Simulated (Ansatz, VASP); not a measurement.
Given: the input of a run of Ansatz 0.2.0 on SnO2.

The input input.yaml:

```yaml
crystal:
  lattice:
    - [1.6488088345, 0.9519402245, 4.8947457539]
    - [-1.6488088345, 0.9519402245, 4.8947457539]
    - [0.0, -1.903880449, 4.8947457539]
  atoms:
    - { symbol: Sn, position: [0.5, 0.5, 0.5] }
    - { symbol: O, position: [0.76283, 0.76283, 0.76283] }
    - { symbol: O, position: [0.23717, 0.23717, 0.23717] }
kpoints:
  mp_grid: { grid: [10, 10, 10] }
scf:
  occupations: { method: fermi_dirac, width: 0.05 }
hamiltonian:
  xc: lda
  pseudopotentials: { kind: all_electron, lapw: { basis_error: 0.002 } }
output:
  forces: true
  stress: true
  eigenvalues: true
```

Potentials or basis: all-electron LAPW, scalar-relativistic.

Command:

```bash
$ ansatz run input.yaml --threads 2 --pin off --max-ram 6144MiB --backend cpu --events-out ev --progress --plain --runs-dir out
```

Question: Translate it to VASP 6.6.1. Potentials there: VASP PAW LDA potentials, release 64 (Sn_d, O).

Answer: As run (the cutoff follows the program's own potentials):

INCAR

```
PREC = Accurate
ENCUT = 520
EDIFF = 1E-7
ISMEAR = -1
SIGMA = 0.05
LREAL = F
LASPH = T
NELM = 60
ALGO = Normal
ISIF = 2
LWAVE = F
LCHARG = F
NBANDS = 20
```

KPOINTS

```
Automatic mesh
0
Gamma
  10 10 10
```

POSCAR

```
SnO2
1.0
    1.6488088345      0.9519402245      4.8947457539
   -1.6488088345      0.9519402245      4.8947457539
    0.0000000000     -1.9038804490      4.8947457539
Sn O
1 2
Direct
    0.5000000000      0.5000000000      0.5000000000
    0.7628300000      0.7628300000      0.7628300000
    0.2371700000      0.2371700000      0.2371700000
```

Potentials or basis: VASP PAW LDA potentials, release 64 (Sn_d, O).

Command:

```bash
$ cat potpaw_LDA.64/Sn_d/POTCAR potpaw_LDA.64/O/POTCAR > POTCAR
$ mpirun -np 1 vasp_std > vasp.out
```

Both were run:

|  | VASP | Ansatz | Ansatz less VASP |
| --- | --- | --- | --- |
| gap on the k mesh at the Fermi level (eV) | 1.43 | 1.44 | +0.009 |
| least direct gap on the mesh (eV) | 1.51 | 1.52 | +0.004 |
| pressure (GPa) | -14.8 | -15.3 | -0.52 |
| traceless stress, the component that is largest in VASP (GPa) | 4.10 | 4.48 | +0.385 |
| rms of the force components (eV/Å) | 0.535 | 0.557 | +0.0218 |

LDA's correlation is that of Perdew and Zunger in VASP and of Perdew and Wang (1992) in Ansatz. Atom by atom the forces differ by 0.022 eV/Å (rms over components). Ansatz ran all-electron here, and VASP with PAW potentials.
